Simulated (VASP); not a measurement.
Set up this calculation in VASP 6.6.1, as the native input.

* Task: single point
* Functional: r2SCAN
* Dispersion: D3(BJ)
* Potentials or basis: VASP PAW PBE potentials, release 64 (Mg, S)
* Cutoff: 660 eV
* k mesh: 6 × 6 × 6
* Occupations: gaussian, width 0.05 eV
* Spin: no spin polarisation
* Dipole correction: no
* Further INCAR settings: ALGO = Normal; EDIFF = 1e-06; NBANDS = 11

Crystal: MgS.

```xyz
2
Lattice="0.0000 2.7491 2.7491 2.7491 0.0000 2.7491 2.7491 2.7491 0.0000" Properties=species:S:1:pos:R:3 pbc="T T T"
Mg    0.0000    0.0000    0.0000
S     1.3746    1.3746    1.3746
```

One way to write it, as run:

POSCAR

```
MgS
1.0
    0.0000000000      2.7491110418      2.7491110418
    2.7491110418      0.0000000000      2.7491110418
    2.7491110418      2.7491110418      0.0000000000
Mg S
1 1
Direct
    0.0000000000      0.0000000000      0.0000000000
    0.2500000000      0.2500000000      0.2500000000
```

INCAR.step1

```
SYSTEM = MgS
  ALGO = Normal
  EDIFF = 1E-5
  ENCUT = 660
  GGA = PE
  GGA_COMPAT = .FALSE.
  ISMEAR = 0
  LASPH = .TRUE.
  LCHARG = .FALSE.
  LREAL = .FALSE.
  LWAVE = .TRUE.
  NBANDS = 11
  NELM = 120
  PREC = Accurate
  SIGMA = 0.05
```

INCAR.step2

```
SYSTEM = MgS
  ALGO = Normal
  EDIFF = 1E-6
  ENCUT = 660
  GGA_COMPAT = .FALSE.
  ISIF = 2
  ISMEAR = 0
  ISTART = 1
  IVDW = 12
  LASPH = .TRUE.
  LCHARG = .FALSE.
  LMIXTAU = .TRUE.
  LREAL = .FALSE.
  LWAVE = .FALSE.
  METAGGA = R2SCAN
  NBANDS = 11
  NELM = 120
  PREC = Accurate
  SIGMA = 0.05
  VDW_A1 = 0.49484001
  VDW_A2 = 5.73083694
  VDW_S6 = 1.0
  VDW_S8 = 0.78981345
```

KPOINTS

```
k-points
0
G
  6 6 6
  0 0 0
```

Potentials or basis: VASP PAW PBE potentials, release 64 (Mg, S).

Launch:

```console
$ cat potpaw_PBE.64/Mg/POTCAR potpaw_PBE.64/S/POTCAR > POTCAR
$ cp INCAR.step1 INCAR
$ mpirun -np 1 vasp_std > vasp.out
$ cp INCAR.step2 INCAR
$ mpirun -np 1 vasp_std > vasp.out
```

Results of the run:

The pressure is 5.0 GPa, the band gap on the k mesh is 4.24 eV (least direct gap 4.62 eV) and the dispersion energy per atom is -0.142 eV.

Caveat: the cell stands under pressure; the PAW data sets were made with another functional, which shifts forces and pressure a little.

Wall time 45 s on 1 thread of Intel Xeon 8259CL, with other jobs on the host, peak memory 0.22 GiB.
